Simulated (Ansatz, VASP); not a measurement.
TiC: VASP beside Ansatz

The input INCAR:

```
SYSTEM = TiC
PREC     = Accurate       ! precision mode
ENCUT    = 600            ! plane-wave cutoff, eV
EDIFF    = 1E-6           ! SCF threshold, eV
ISMEAR   = -1             ! smearing method
SIGMA    = 0.1            ! smearing width, eV
LREAL    = .FALSE.        ! projectors in reciprocal space
LASPH    = .TRUE.         ! aspherical terms in the spheres
NELM     = 60             ! most SCF steps
ALGO     = Normal         ! electronic algorithm
ISIF     = 3              ! what is computed and relaxed
LWAVE    = .FALSE.        ! write WAVECAR
LCHARG   = .FALSE.        ! write CHGCAR
GGA      = PS             ! functional
IBRION   = 2              ! ionic algorithm
NSW      = 100            ! ionic steps
EDIFFG   = -0.002         ! ionic threshold
```

KPOINTS

```
Automatic mesh
0
G
  14 14 14
  0 0 0
```

POSCAR

```
TiC
1.0
    0.0000000000      2.1593000000      2.1593000000
    2.1593000000      0.0000000000      2.1593000000
    2.1593000000      2.1593000000      0.0000000000
Ti C
1 1
Direct
    0.0000000000      0.0000000000      0.0000000000
    0.5000000000      0.5000000000      0.5000000000
```

Input for Ansatz:

```yaml
crystal:
  lattice:
    - [0.0, 2.1593, 2.1593]
    - [2.1593, 0.0, 2.1593]
    - [2.1593, 2.1593, 0.0]
  atoms:
    - { symbol: Ti, position: [0.0, 0.0, 0.0] }
    - { symbol: C, position: [0.5, 0.5, 0.5] }
kpoints:
  mp_grid: { grid: [14, 14, 14] }
scf:
  occupations: { method: fermi_dirac, width: 0.1 }
hamiltonian:
  xc: pbesol
  pseudopotentials: { kind: paw }
relax:
  f_tol: 0.002
  max_steps: 80
  cell: {}
output:
  forces: true
  stress: true
  write_density: true
  write_potential: true
  elf: true
  volumetric_format: npy
```

Alike in both runs: task relaxation of cell and atoms; functional PBEsol; k mesh 14 × 14 × 14; occupations fermi-dirac, width 0.1 eV; no spin polarisation.

|  | VASP | Ansatz |
| --- | --- | --- |
| version | VASP 6.6.1 | Ansatz 0.2.0 |
| potentials or method | VASP PAW PBE potentials, release 64 (Ti_sv, C) | PAW with Ansatz's default frozen-core files, scalar-relativistic |
| plane-wave cutoff (eV) | 600 | 420 |
| valence electrons in the cell | 16 | 16 |

```csv
,VASP,Ansatz,Ansatz less VASP
relaxed volume (Å³/atom),9.90,9.89,-0.006
relaxed cell length with the largest relative difference (Å),3.037,3.036,-0.0006
```

VASP's potentials were made for PBE, not for PBEsol.
